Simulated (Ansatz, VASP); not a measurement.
## SrCl2: VASP beside Ansatz

```
CELL_PARAMETERS angstrom
0.00000 3.55324 3.72841
3.55324 0.00000 3.72841
3.55324 3.55324 0.00000
ATOMIC_POSITIONS crystal
Sr 0.00000 0.00000 0.00000
Cl 0.25000 0.25000 0.25000
Cl 0.75000 0.75000 0.75000
```

Alike in both runs: task single point; functional PBE; k mesh 6 × 6 × 6; occupations gaussian, width 0.05 eV; no spin polarisation.

```csv
,VASP,Ansatz
version,VASP 6.6.1,Ansatz 0.2.0
potentials or method,"VASP PAW PBE potentials, release 64 (Sr_sv, Cl), cutoff 520 eV","scalar-relativistic, plane waves, PAW"
valence electrons in the cell,24,24
```

Ansatz gave:

- gap on the k mesh at the Fermi level (eV): 4.81
- least direct gap on the mesh (eV): 5.08
- pressure (GPa): -2.1
- traceless stress, the component that is largest in VASP (GPa): -1.42

Problem. Which values does VASP return?

Solution. gap on the k mesh at the Fermi level (eV): 4.80; least direct gap on the mesh (eV): 5.08; pressure (GPa): -2.1; traceless stress, the component that is largest in VASP (GPa): -1.42.

The functional is the same, so the differences come from potentials, cutoffs and numerics.
